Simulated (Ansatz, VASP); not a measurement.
This is a calculation of Hf for VASP 6.6.1.

POSCAR

```
Hf
1.0
    3.1752449911      0.0000000000      0.0000000000
   -1.5876224956      2.7498428256      0.0000000000
    0.0000000000      0.0000000000      5.0238540107
Hf
2
Direct
    0.6666666667      0.3333333333      0.7500000000
    0.3333333333      0.6666666667      0.2500000000
```

The input INCAR.step1:

```
SYSTEM = Hf
PREC = Accurate
ENCUT = 520
ISMEAR = -1
SIGMA = 0.05
LREAL = .False.
LASPH = .True.
NELM = 80
NBANDS = 17
GGA = PE
ALGO = Normal
EDIFF = 1E-4
LWAVE = .True.
LCHARG = .False.
```

File INCAR.step2:

```
SYSTEM = Hf
PREC = Accurate
ENCUT = 520
EDIFF = 1E-7
ISMEAR = -1
SIGMA = 0.05
LREAL = .False.
LASPH = .True.
NELM = 80
ALGO = Normal
ISIF = 2
LWAVE = .False.
LCHARG = .True.
METAGGA = R2SCAN
LMIXTAU = .True.
LELF = .True.
LVHAR = .True.
NBANDS = 17
ISTART = 1
```

File KPOINTS:

```
regular mesh
0
Gamma
  10 10 5
  0 0 0
```

Potentials or basis: VASP PAW PBE potentials, release 64 (Hf_pv).

Command:

```bash
$ cat potpaw_PBE.64/Hf_pv/POTCAR > POTCAR
$ cp INCAR.step1 INCAR
$ mpirun -np 1 vasp_std > vasp.out
$ cp INCAR.step2 INCAR
$ mpirun -np 1 vasp_std > vasp.out
```

Task: Translate it to Ansatz 0.2.0. Potentials there: Ansatz PAW.

Result: As run (the cutoff follows the program's own potentials):

The input input.yaml:

```yaml
crystal:
  lattice:
    - [3.1752449911, 0.0, 0.0]
    - [-1.5876224956, 2.7498428256, 0.0]
    - [0.0, 0.0, 5.0238540107]
  atoms:
    - { symbol: Hf, position: [0.6666666667, 0.3333333333, 0.75] }
    - { symbol: Hf, position: [0.3333333333, 0.6666666667, 0.25] }
hamiltonian:
  xc: r2scan
  pseudopotentials: { kind: paw }
kpoints:
  mp_grid: { grid: [10, 10, 5] }
scf:
  occupations: { method: fermi_dirac, width: 0.05 }
output:
  forces: true
  stress: true
  eigenvalues: true
```

Potentials or basis: Ansatz PAW.

Run with:

```console
$ ansatz run input.yaml --threads 2 --pin off --max-ram 5632MiB --backend cpu --events-out ev --progress --plain --runs-dir out
```

Both were run:

|  | VASP | Ansatz | Ansatz less VASP |
| --- | --- | --- | --- |
| gap on the k mesh at the Fermi level (eV) | none | none | - |
| pressure (GPa) | 1.4 | 2.0 | +0.55 |
| traceless stress, the component that is largest in VASP (GPa) | -0.71 | -0.61 | +0.103 |

VASP's potentials were made for PBE, not for r2SCAN. A gap of «none» marks a metal or a gap that the smearing closes. The functional is the same, so the differences come from potentials, cutoffs and numerics. VASP's potentials hold 20 valence electrons a cell and Ansatz's 52, so a difference there can come from the potentials and not from the codes.

Neither program's run includes spin-orbit coupling.
